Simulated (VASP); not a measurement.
# AlGaN2: single point with LDA

AlGaN2:

```
Al Ga N
1.0
     3.09376    0.00000    0.00000
     0.00000    3.09376    0.00000
     0.00000    0.00000    4.42384
Al Ga N
1 1 2
Direct
  0.50000 0.50000 0.50000
  0.00000 0.00000 0.00000
  0.50000 0.00000 0.73826
  0.00000 0.50000 0.26174
```

This cell differs from its parent crystal: strain -0.0150 x Voigt [1, 1, 0, 0, 0, 0].

```
Program             : VASP 6.6.1
Task                : single point
Functional          : LDA
Potentials or basis : VASP PAW LDA potentials, release 64 (Al, Ga_d, N)
Cutoff              : 520 eV
k mesh              : 8 × 8 × 6
Occupations         : gaussian, width 0.05 eV
Spin                : no spin polarisation
```

```yaml
Pressure: 1.9 GPa
Largest_force: 0.204 eV/Å
Band_gap_on_the_k_mesh: 3.07 eV, direct
```

Forces in eV/Å, atoms in the order of the input:
```
Al   0.000  0.000  0.000
Ga   0.000  0.000  0.000
N    0.000  0.000  0.204
N    0.000  0.000 -0.204
```

Stress tensor (GPa, compression positive):
```
2.69 0.00 0.00
0.00 2.69 0.00
0.00 0.00 0.37
```

Levels at points of the mesh, in eV from the valence-band top:
```csv
k point,band 9,band 10,band 11,band 12,band 13,band 14,band 15,band 16,band 17,band 18
"(0.00, 0.00, 0.00)",-2.36,-2.36,-0.33,0.00,0.00,3.07,3.56,7.77,11.27,11.27
"(0.50, 0.00, 0.00)",-4.59,-3.13,-3.08,-0.98,-0.66,7.16,7.27,8.17,8.57,10.14
"(0.50, 0.50, 0.00)",-5.06,-2.44,-2.41,-2.41,-2.40,3.19,3.19,6.21,8.68,12.69
"(0.00, 0.00, 0.50)",-2.63,-1.59,-1.59,-1.00,-1.00,5.29,5.41,8.03,9.36,11.10
"(0.50, 0.00, 0.50)",-6.41,-0.97,-0.96,-0.72,-0.54,5.30,6.67,9.23,9.53,10.31
"(0.50, 0.50, 0.50)",-4.48,-4.17,-3.38,-3.38,-3.38,6.06,6.06,8.94,10.85,10.95
```

Wall time 52 s on 1 thread of Intel Xeon 8259CL, with other jobs on the host, peak memory 0.18 GiB.

Caveat: the cell differs from its parent crystal (strain -0.0150 x Voigt [1, 1, 0, 0, 0, 0]). A k mesh can miss the band edges.
